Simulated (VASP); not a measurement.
Wanted: the native input for a VASP 6.6.1 run.

```yaml
Task: relaxation of cell and atoms
Functional: PBE
Potentials_or_basis: VASP PAW PBE potentials, release 64 (C_h, Si)
Cutoff: 910 eV
k_mesh: 6 × 6 × 6
Occupations: gaussian, width 0.1 eV
Spin: no spin polarisation
Dipole_correction: no
Further_INCAR_settings: ALGO = Normal; EDIFF = 1e-07; IBRION = 2; EDIFFG = -0.05; NSW = 100; ISIF = 3
```

The structure of Si3C lies in POSCAR:

```
Si3C
1.0
    0.0000000000     -2.4872308900     -2.4872308900
   -2.4872308900      0.0000000000     -2.4872308900
    2.4872308900      2.4872308900     -4.9744617800
C Si
1 3
Direct
    0.8750000000      0.8750000000      0.3750000000
    0.3750000000      0.3750000000      0.8750000000
    0.7500000000      0.7500000000      0.7500000000
    0.2500000000      0.2500000000      0.2500000000
```

These files were run (other wordings do the same):

INCAR

```
  PREC = Accurate
  ENCUT = 910
  EDIFF = 1E-7
  ISMEAR = 0
  SIGMA = 0.1
  LREAL = F
  LASPH = T
  NELM = 120
  ALGO = Normal
  ISIF = 3
  LWAVE = F
  LCHARG = F
  GGA = PE
  IBRION = 2
  NSW = 100
  EDIFFG = -0.05
  GGA_COMPAT = F
  NELMIN = 4
```

KPOINTS

```
regular mesh
0
Gamma
  6 6 6
```

Potentials or basis: VASP PAW PBE potentials, release 64 (C_h, Si).

Command:

```console
$ cat potpaw_PBE.64/C_h/POTCAR potpaw_PBE.64/Si/POTCAR > POTCAR
$ mpirun -np 1 vasp_std > vasp.out
```

Results of the run:

```yaml
Relaxed_volume: 14.92 Å³/atom
Relaxed_cell: a = 3.424 Å, b = 3.424 Å, c = 6.203 Å, α = 73.98°, β = 73.98°, γ = 60.00°
Space_group_after_relaxing_to_0.1_Å: R3m (No. 160)
Energy_gained_by_relaxing: 271.3 meV/atom
Ionic_steps: 9
Pressure_after_relaxing: -0.1 GPa
Largest_force_after_relaxing: 0.030 eV/Å
Band_gap_on_the_k_mesh: zero (bands 8 and 9 overlap by 1.25 eV)
```

Caveat: the cutoff is under 1.25 times the usual one of these potentials, so pressure, stress and relaxed cells hold a basis-set (Pulay) error; the relaxation stopped at a loose force limit of 0.05 eV/Å, so its end isn't a converged minimum.

It took 3.3 min on 1 thread of AMD EPYC 9R45 96-Core Processor (Zen 5), on a shared host, peak memory 0.26 GiB.
